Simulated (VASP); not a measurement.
# SrMgBiO2 (Cmcm) in VASP: single point with PBE

Aim: the single point of SrMgBiO2 with PBE.

All numbers are computed with VASP 6.6.1; they aren't measurements. Logs are shortened: lines on timing, memory, paths and dates and some standing lists are left out, and cuts for length are marked.

## 1. The cell of the first run

It takes space group Cmcm (No. 63, orthorhombic). The conventional cell has a = 5.905 Å, b = 14.473 Å, c = 5.848 Å, α = 90.00°, β = 90.00°, γ = 90.00°. Within 5.0 Å of Mg (site symmetry m2m) lie 5 Sr at 3.78 to 4.75 Å and 5 Bi at 3.87 to 4.74 Å and 4 Mg at 4.16 Å and 8 O at 4.17 to 4.18 Å. Within 3.0 Å of O (site symmetry 2) lie 2 Bi at 2.28 Å and 2 Sr at 2.45 Å and 3 O at 2.75 to 2.92 Å. Sr (site symmetry m2m) has 4 O at 2.45 Å within 3.2 Å. Bi (site symmetry m2m) has 4 O at 2.28 Å within 3.0 Å.

## 2. Single point, PBE

INCAR

```
  PREC = Accurate
  ENCUT = 520
  EDIFF = 1E-7
  ISMEAR = -1
  SIGMA = 0.1
  LREAL = False
  LASPH = True
  NELM = 60
  ALGO = Normal
  ISIF = 2
  LWAVE = False
  LCHARG = False
  GGA = PE
  NBANDS = 50
```

KPOINTS

```
regular mesh
0
Gamma
  5 5 4
```

POSCAR

```
SrMgBiO2
1.0
    5.9046752445      0.0000000000      0.0000000000
    2.9523376223     -7.2364893634      0.0000000000
    0.0000000000      0.0000000000     -5.8480808046
Mg O Sr Bi
2 4 2 2
Direct
    0.7468342701      0.5063314599      0.7500000000
    0.2531657299      0.4936685401      0.2500000000
    0.2327467356      0.0000000000      0.0000000000
    0.7672532644      0.0000000000      0.5000000000
    0.7672532644      0.0000000000      0.0000000000
    0.2327467356      0.0000000000      0.5000000000
    0.4184857501      0.1630284999      0.7500000000
    0.5815142499      0.8369715001      0.2500000000
    0.0743352259      0.8513295482      0.7500000000
    0.9256647741      0.1486704518      0.2500000000
```

Potentials or basis: VASP PAW PBE potentials, release 64 (Mg, O, Sr_sv, Bi_d).

The run is started by

```
$ cat potpaw_PBE.64/Mg/POTCAR potpaw_PBE.64/O/POTCAR potpaw_PBE.64/Sr_sv/POTCAR potpaw_PBE.64/Bi_d/POTCAR > POTCAR
$ mpirun -np 1 vasp_std > vasp.out
```

OUTCAR:

```text
PREC = Accurate
   ENCUT = 520
   EDIFF = 1E-7
   ISMEAR = -1
   LREAL = False
   LASPH = True
   NELM = 60
   ISIF = 2
   GGA = PE

 ion  position               nearest neighbor table
   1  0.747  0.506  0.750-   8 3.78   8 3.78   7 3.86   7 3.86
   2  0.253  0.494  0.250-   7 3.78   7 3.78   8 3.86   8 3.86
   3  0.233  0.000  0.000-  10 2.28   9 2.28   8 2.45   7 2.45
   4  0.767  0.000  0.500-   9 2.28  10 2.28   7 2.45   8 2.45
   5  0.767  0.000  0.000-   9 2.28  10 2.28   7 2.45   8 2.45
   6  0.233  0.000  0.500-  10 2.28   9 2.28   8 2.45   7 2.45
   7  0.418  0.163  0.750-   4 2.45   5 2.45   3 2.45   6 2.45   9 3.72   9 3.72   8 3.76   8 3.76
                             2 3.78   2 3.78   1 3.86   1 3.86  10 4.16  10 4.16  10 4.16  10 4.16
   8  0.582  0.837  0.250-   3 2.45   6 2.45   5 2.45   4 2.45  10 3.72  10 3.72   7 3.76   7 3.76
                             1 3.78   1 3.78   2 3.86   2 3.86   9 4.16   9 4.16   9 4.16   9 4.16
   9  0.074  0.851  0.750-   4 2.28   5 2.28   3 2.28   6 2.28  10 3.63  10 3.63   7 3.72   7 3.72
                             8 4.16   8 4.16   8 4.16   8 4.16
  10  0.926  0.149  0.250-   3 2.28   6 2.28   5 2.28   4 2.28   9 3.63   9 3.63   8 3.72   8 3.72
                             7 4.16   7 4.16   7 4.16   7 4.16

  LATTYP: Found a base centered orthorhombic cell.
 ALAT       =     5.9046752445
 B/A-ratio  =     2.4511049512
 C/A-ratio  =     0.9904153171

  Lattice vectors:

 A1 = (   2.9523376222,   7.2364893634,   0.0000000000)
 A2 = (   2.9523376223,  -7.2364893634,   0.0000000000)
 A3 = (   0.0000000000,   0.0000000000,  -5.8480808046)

Analysis of symmetry for initial positions (statically):
=====================================================================
 Subroutine PRICEL returns:
 Original cell was already a primitive cell.

 Routine SETGRP: Setting up the symmetry group for a
 base centered orthorhombic supercell.

 Subroutine GETGRP returns: Found  8 space group operations
 (whereof  4 operations were pure point group operations)
 out of a pool of  8 trial point group operations.

The static configuration has the point symmetry C_2h.
 The point group associated with its full space group is D_2h.

Analysis of symmetry for dynamics (positions and initial velocities):
=====================================================================
 Subroutine PRICEL returns:
 Original cell was already a primitive cell.

 Routine SETGRP: Setting up the symmetry group for a
 base centered orthorhombic supercell.

 Subroutine GETGRP returns: Found  8 space group operations
 (whereof  4 operations were pure point group operations)
 out of a pool of  8 trial point group operations.

The dynamic configuration has the point symmetry C_2h.
 The point group associated with its full space group is D_2h.

 Subroutine INISYM returns: Found  8 space group operations
 (whereof  4 operations are pure point group operations),
 and found     1 'primitive' translations

----------------------------------------------------------------------------------------

                                     Primitive cell

  volume of cell :     249.8833

  direct lattice vectors                    reciprocal lattice vectors
     5.904675244  0.000000000  0.000000000     0.169357324  0.069094277  0.000000000
     2.952337622 -7.236489363  0.000000000     0.000000000 -0.138188554  0.000000000
     0.000000000  0.000000000 -5.848080805     0.000000000  0.000000000 -0.170996269

  length of vectors
     5.904675244  7.815566246  5.848080805     0.182909602  0.138188554  0.170996269

  position of ions in fractional coordinates (direct lattice)
     0.746834270  0.506331460  0.750000000
     0.253165730  0.493668540  0.250000000
     0.232746736  0.000000000  0.000000000
     0.767253264  0.000000000  0.500000000
     0.767253264  0.000000000  0.000000000
     0.232746736  0.000000000  0.500000000
     0.418485750  0.163028500  0.750000000
     0.581514250  0.836971500  0.250000000
     0.074335226  0.851329548  0.750000000
     0.925664774  0.148670452  0.250000000

  ion indices of the primitive-cell ions
   primitive index   ion index
                 1           1
                 2           2
                 3           3
                 4           4
                 5           5
                 6           6
                 7           7
                 8           8
                 9           9
                10          10

----------------------------------------------------------------------------------------

 KPOINTS: regular mesh

Automatic generation of k-mesh.
 Grid dimensions read from file:
 generate k-points for:    5    5    4

 Generating k-lattice:

  Cartesian coordinates                     Fractional coordinates (reciprocal lattice)
     0.033871465  0.013818855  0.000000000     0.200000000 -0.000000000  0.000000000
     0.000000000 -0.027637711  0.000000000     0.000000000  0.200000000  0.000000000
     0.000000000  0.000000000 -0.042749067     0.000000000  0.000000000  0.250000000

  Length of vectors
     0.036581920  0.027637711  0.042749067

  Shift w.r.t. Gamma in fractional coordinates (k-lattice)
     0.000000000  0.000000000  0.000000000

 Subroutine IBZKPT returns following result:
 ===========================================

 Found     27 irreducible k-points:

 Following reciprocal coordinates:
            Coordinates               Weight
  0.000000  0.000000  0.000000      1.000000
  0.200000  0.000000  0.000000      4.000000
  0.400000  0.000000  0.000000      4.000000
  0.000000  0.200000  0.000000      2.000000
  0.400000  0.200000  0.000000      2.000000
 -0.400000  0.200000  0.000000      4.000000
[... 16 lines left out ...]
  0.400000  0.200000  0.500000      2.000000
 -0.400000  0.200000  0.500000      4.000000
 [... further k-points ...]
   k-points           NKPTS =     27   k-points in BZ     NKDIM =     27   number of bands    NBANDS=     50
   number of dos      NEDOS =    301   number of ions     NIONS =     10
   total plane-waves  NPLWV = 138240
   dimension x,y,z NGX =    48 NGY =   60 NGZ =   48
   dimension x,y,z NGXF=    96 NGYF=  120 NGZF=   96
   ions per type =               2   4   2   2
   NGX,Y,Z   is equivalent  to a cutoff of  13.51, 12.76, 13.65 a.u.
   NGXF,Y,Z  is equivalent  to a cutoff of  27.03, 25.53, 27.29 a.u.
 SYSTEM =  unknown system
   PREC   = accura    normal or accurate (medium, high low for compatibility)
   ISTART =      0    job   : 0-new  1-cont  2-samecut
   ICHARG =      2    charge: 1-file 2-atom 10-const
   ISPIN  =      1    spin polarized calculation?
   LNONCOLLINEAR =      F non collinear calculations
   LSORBIT =      F    spin-orbit coupling
   LASPH  =      T    aspherical Exc in radial PAW
   ENCUT  =  520.0 eV  38.22 Ry    6.18 a.u.  10.98 14.53 10.87*2*pi/ulx,y,z
   NELM   =     60;   NELMIN=  2; NELMDL= -5     # of ELM steps
   EDIFF  = 0.1E-06   stopping-criterion for ELM
   LREAL  =      F    real-space projection
   EDIFFG = 0.1E-05   stopping-criterion for IOM
   NSW    =      0    number of steps for IOM
   IBRION =     -1    ionic relax: 0-MD 1-quasi-New 2-CG
   NFREE  =      0    steps in history (QN), initial steepest desc. (CG)
   ISIF   =      2    stress and relaxation
   ISYM   =      2    0-nonsym 1-usesym 2-fastsym
   POTIM  = 0.5000    time-step for ionic-motion
   TEBEG  =    0.0;   TEEND  =   0.0 temperature during run
   PSTRESS=    0.0 pullay stress
   NELECT =      78.0000    total number of electrons
   NUPDOWN=      -1.0000    fix difference up-down
   EMIN   =  10.00;   EMAX   =-10.00  energy-range for DOS
   EFERMI =   0.00;   METHOD = LEGACY
   ISMEAR =    -1;   SIGMA  =   0.10  broadening in eV -4-tet -1-fermi 0-gaus
   EFERMI_NEDOS =   21; number of points for ismear=-14 and -15
   IALGO  =     38    algorithm
   IMIX   =      4    mixing-type and parameters
     AMIX     =   0.40;   BMIX     =  1.00
     AMIX_MAG =   1.60;   BMIX_MAG =  1.00
  volume/ion in A,a.u.               =      24.99       168.63
  Fermi-wavevector in a.u.,A,eV,Ry     =   1.110522  2.098583 16.779516  1.233260
  Thomas-Fermi vector in A             =   2.247075
   LORBIT       =      0    0 simple, 1 ext, 2 COOP (PROOUT), +10 PAW based schemes
   GGA     = PE    functional components
   LHFCALC =     F    Hartree Fock is set to
   AEXX    =    0.0000 exact exchange contribution
   IVDW    =     0    specifies the selected vdW correction
   LEPSILON=     F    determine dielectric tensor
   LRPA    =     F    only Hartree local field effects (RPA)
 non-spin polarized calculation
  energy-cutoff  :      520.00
  volume of cell :      249.88
 maximum number of plane-waves:      6756
 NGX is ok and might be reduce to    48
   NGX = 21   NGY = 29   NGZ = 21

 number of electron      77.9999990 magnetization

 Free energy of the ion-electron system (eV)
  ---------------------------------------------------
  ext. energy  EPLUGINS =         0.00000000
  ---------------------------------------------------
  free energy    TOTEN  =       -45.80818206 eV

  energy without entropy =      -45.68130357  energy(sigma->0) =      -45.74474282

 E-fermi :   3.5854     XC(G=0):  -8.5681

 val. band max:        3.5775913158   @ k =  -0.2000   0.2000   0.5000
 cond. band min:       3.5887630826   @ k =   0.2000   0.0000   0.0000
 fundamental gap:      0.0111717668
 Fermi energy:         3.5854031494

 k-point     1 :       0.0000    0.0000    0.0000
  band No.  band energies     occupation
      1     -31.4121      2.00000
      2     -31.3763      2.00000
      3     -20.3697      2.00000
      4     -20.3460      2.00000
      5     -20.3059      2.00000
      6     -20.2292      2.00000
[... 42 lines left out ...]
     49       6.9430      0.00000
     50       7.5070      0.00000

 k-point     2 :       0.2000    0.0000    0.0000
  band No.  band energies     occupation
      1     -31.4121      2.00000
      2     -31.3763      2.00000
      3     -20.3692      2.00000
      4     -20.3473      2.00000
      5     -20.3052      2.00000
      6     -20.2292      2.00000
[... 42 lines left out ...]
     49       6.6010      0.00000
     50       7.4972      0.00000

 k-point     3 :       0.4000    0.0000    0.0000
  band No.  band energies     occupation
      1     -31.4120      2.00000
      2     -31.3763      2.00000
      3     -20.3682      2.00000
      4     -20.3495      2.00000
      5     -20.3041      2.00000
      6     -20.2293      2.00000
[... 42 lines left out ...]
     49       6.8344      0.00000
     50       7.4429      0.00000

 k-point     4 :       0.0000    0.2000    0.0000
  band No.  band energies     occupation
      1     -31.4121      2.00000
      2     -31.3763      2.00000
      3     -20.3697      2.00000
      4     -20.3460      2.00000
      5     -20.3059      2.00000
      6     -20.2292      2.00000
[... 999 lines left out ...]
 k-point    23 :       0.4000    0.2000    0.5000
  band No.  band energies     occupation
      1     -31.3941      2.00000
      2     -31.3941      2.00000
      3     -20.3274      2.00000
      4     -20.3274      2.00000
      5     -20.2988      2.00000
      6     -20.2988      2.00000
[... 42 lines left out ...]
     49       7.8047      0.00000
     50       7.8047      0.00000

 k-point    24 :      -0.4000    0.2000    0.5000
  band No.  band energies     occupation
      1     -31.3941      2.00000
      2     -31.3941      2.00000
      3     -20.3275      2.00000
      4     -20.3275      2.00000
      5     -20.2988      2.00000
      6     -20.2988      2.00000
[... 42 lines left out ...]
     49       7.6130      0.00000
     50       7.6131      0.00000

 [... further k-points ...]
[... 5 lines left out ...]
  --------------------------------------------------------------------------------------
  -------------------------------------------------------------------------------------
  Total        0.3373891      0.1721261      0.3431957     -0.0000000      0.0000000      0.0000000
  in kB        2.1632383      1.1036211      2.2004682     -0.0000000      0.0000000      0.0000000
  external PRESSURE =       1.8224425 kB  Pullay stress =       0.0000000 kB

 VOLUME and BASIS-vectors are now :
 -----------------------------------------------------------------------------
  energy-cutoff  :      520.00
  volume of cell :      249.88
      direct lattice vectors                 reciprocal lattice vectors
     5.904675244  0.000000000  0.000000000     0.169357324  0.069094277  0.000000000
     2.952337622 -7.236489363  0.000000000     0.000000000 -0.138188554  0.000000000
     0.000000000  0.000000000 -5.848080805     0.000000000  0.000000000 -0.170996269

 POSITION                                       TOTAL-FORCE (eV/Angst)
 -----------------------------------------------------------------------------------
      5.90468     -3.66406     -4.38606        -0.000000      0.000467     -0.000000
      2.95234     -3.57243     -1.46202         0.000000     -0.000467     -0.000000
      1.37429      0.00000      0.00000        -0.022902      0.000000     -0.000000
      4.53038      0.00000     -2.92404         0.022902      0.000000     -0.000000
      4.53038      0.00000      0.00000         0.022902      0.000000     -0.000000
      1.37429      0.00000     -2.92404        -0.022902      0.000000     -0.000000
      2.95234     -1.17975     -4.38606         0.000000     -0.068654     -0.000000
      5.90468     -6.05674     -1.46202        -0.000000      0.068654     -0.000000
      2.95234     -6.16064     -4.38606        -0.000000      0.051271      0.000000
      5.90468     -1.07585     -1.46202         0.000000     -0.051271      0.000000
 -----------------------------------------------------------------------------------
    total drift:                               -0.000001      0.000000     -0.000000

  FREE ENERGIE OF THE ION-ELECTRON SYSTEM (eV)
  ---------------------------------------------------
  free  energy   TOTEN  =       -45.8081820602 eV

  energy  without entropy=      -45.6813035742  energy(sigma->0) =      -45.74474282
```

Run time: 6.3 min. Hardware: 1 thread of Intel Xeon Platinum 8375C at 2.90GHz (Ice Lake), shared host; peak memory 0.57 GiB.

Results:

- Free energy: -45.8082 eV
- Pressure: 0.2 GPa
- Largest force: 0.069 eV/Å
- Band gap on the k mesh: zero (band 39 reaches 4.25 eV, above the bottom of band 40 at 3.16 eV)

Forces in eV/Å, atoms in the order of the input:
```
Mg   0.000  0.000  0.000
Mg   0.000  0.000  0.000
O   -0.023  0.000  0.000
O    0.023  0.000  0.000
O    0.023  0.000  0.000
O   -0.023  0.000  0.000
Sr   0.000 -0.069  0.000
Sr   0.000  0.069  0.000
Bi   0.000  0.051  0.000
Bi   0.000 -0.051  0.000
```

Stress tensor (GPa, compression positive):
```
0.22 0.00 0.00
0.00 0.11 0.00
0.00 0.00 0.22
```

Levels at points of the mesh, in eV from the Fermi level:
| k point | band 35 | band 36 | band 37 | band 38 | band 39 | band 40 | band 41 | band 42 | band 43 | band 44 |
| --- | --- | --- | --- | --- | --- | --- | --- | --- | --- | --- |
| (0.00, 0.00, 0.00) | -2.90 | -2.87 | -2.63 | -0.78 | -0.13 | 0.16 | 0.48 | 0.50 | 1.42 | 1.47 |
| (0.00, 0.00, 0.50) | -2.94 | -2.94 | -2.18 | -2.18 | 0.66 | 0.66 | 0.87 | 0.87 | 1.44 | 1.44 |

Caveat: spin-orbit coupling is left out, which moves the levels of the heavy elements.
